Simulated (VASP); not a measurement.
Tl:

```
Tl
1.0
     3.36191    0.00000    0.00000
    -1.12064    3.16964    0.00000
    -1.12064   -1.58482    2.74499
Tl
1
Cartesian
  0.0000 0.0000 0.0000
```

Program: VASP 6.6.1. Alike in all runs: task single point; no spin polarisation; cell as given; k mesh 10 × 10 × 10; cutoff (eV) 520; smearing fermi-dirac 0.1 eV.

Problem. Order these runs on this cell by their pressure, lowest first.
A. level LDA; potentials or basis VASP PAW LDA potentials, release 64 (Tl_d)
B. level r2SCAN; potentials or basis VASP PAW PBE potentials, release 64 (Tl_d)
C. level BLYP; potentials or basis VASP PAW PBE potentials, release 64 (Tl_d)

Solution. A (-2.5 GPa), B (0.8 GPa), C (5.9 GPa).

Caveats: the PAW data sets were made with another functional, which shifts forces and pressure a little (some runs).
